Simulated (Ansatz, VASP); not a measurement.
SiBi2Te5: VASP beside Ansatz

```xyz
16
Lattice="9.2820 0.0000 0.0000 0.0000 13.2943 0.0000 0.0000 0.0000 4.2453" Properties=species:S:1:pos:R:3 pbc="T T T"
Si    4.6410    6.6471    0.0000
Si    0.0000    0.0000    0.0000
Bi    6.2815   11.4954    2.1227
Bi    3.0005    1.7989    2.1227
Bi    1.6405    8.4460    2.1227
Bi    7.6415    4.8483    2.1227
Te    3.6879    9.2516    0.0000
Te    5.5941    4.0427    0.0000
Te    6.3201    7.4791    2.1227
Te    2.9619    5.8152    2.1227
Te    8.3289   10.6898    0.0000
Te    0.9531    2.6045    0.0000
Te    1.6791   12.4624    2.1227
Te    7.6029    0.8319    2.1227
Te    4.6410    0.0000    0.0000
Te    0.0000    6.6471    0.0000
```

Alike in both runs: task single point; functional PBE; k mesh 2 × 2 × 4; occupations gaussian, width 0.1 eV; no spin polarisation.

|  | VASP | Ansatz |
| --- | --- | --- |
| version | VASP 6.6.1 | Ansatz 0.2.0 |
| potentials or method | VASP PAW PBE potentials, release 64 (Si, Bi_d, Te), cutoff 500 eV | scalar-relativistic, plane waves, PAW |
| valence electrons in the cell | 128 | 228 |

|  | VASP | Ansatz | Ansatz less VASP |
| --- | --- | --- | --- |
| gap on the k mesh at the Fermi level (eV) | none | none | - |
| pressure (GPa) | 0.0 | 0.0 | 0.00 |
| traceless stress, the component that is largest in VASP (GPa) | -0.14 | -0.14 | +0.006 |
| rms of the force components (eV/Å) | 0.015 | 0.017 | +0.0015 |

Atom by atom the forces differ by 0.005 eV/Å (rms over components). A gap of «none» marks a metal or a gap that the smearing closes. VASP's potentials hold 128 valence electrons a cell and Ansatz's 228, so a difference there can come from the potentials and not from the codes.

The k mesh is coarse, so the values compare programs but aren't converged. Neither program's run includes spin-orbit coupling.
